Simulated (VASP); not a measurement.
Input of a VASP 6.6.1 run:

POSCAR

```
PtSe2
1.0
    3.6801233200      0.0000000000      0.0000000000
   -1.8400616600      3.1870802842      0.0000000000
    0.0000000000      0.0000000000      5.5789844909
Pt Se
1 2
Direct
    0.0000000000      0.0000000000      0.0000000000
    0.3333333333      0.6666666667      0.2320375509
    0.6666666667      0.3333333333      0.7679624491
```

INCAR.step1

```
SYSTEM = PtSe2
  PREC = Accurate
  ENCUT = 600
  ISMEAR = 0
  SIGMA = 0.02
  LREAL = .FALSE.
  LASPH = .TRUE.
  NELM = 100
  GGA = PE
  ALGO = Normal
  EDIFF = 1E-4
  LWAVE = .TRUE.
  LCHARG = .FALSE.
```

Contents of INCAR.step2:

```
SYSTEM = PtSe2
  PREC = Accurate
  ENCUT = 600
  EDIFF = 1E-6
  ISMEAR = 0
  SIGMA = 0.02
  LREAL = .FALSE.
  LASPH = .TRUE.
  NELM = 100
  ALGO = Normal
  ISIF = 4
  LWAVE = .FALSE.
  LCHARG = .FALSE.
  METAGGA = R2SCAN
  LMIXTAU = .TRUE.
  IBRION = 2
  NSW = 50
  EDIFFG = -0.01
  ISTART = 1
```

Contents of KPOINTS:

```
Automatic mesh
0
G
  12 12 6
  0 0 0
```

Potentials or basis: VASP PAW PBE potentials, release 64 (Pt, Se).

The run is started by

```sh
$ cat potpaw_PBE.64/Pt/POTCAR potpaw_PBE.64/Se/POTCAR > POTCAR
$ cp INCAR.step1 INCAR
$ mpirun -np 1 vasp_std > vasp.out
$ cp INCAR.step2 INCAR
$ mpirun -np 1 vasp_std > vasp.out
```

**Question.** What does it give for the band gap on the k mesh?

**Answer.** 0.15 eV, indirect (least direct gap 0.74 eV).

The path:
```tsv
step	energy change (eV)	largest force (eV/Å)	pressure (GPa)	volume (Å³)
1	0.0000	0.4308	4.48	65.44
2	-0.0158	0.1761	2.84	65.44
3	-0.0208	0.0881	1.14	65.44
4	-0.0208	0.0632	1.29	65.44
5	-0.0228	0.0256	1.10	65.44
6	-0.0233	0.0032	0.95	65.44
```

Caveat: the cell differs from its parent crystal (volume scaled by 0.94); the PAW data sets were made with another functional, which shifts forces and pressure a little; spin-orbit coupling is left out, which moves the levels of the heavy elements. A k mesh can miss the band edges.
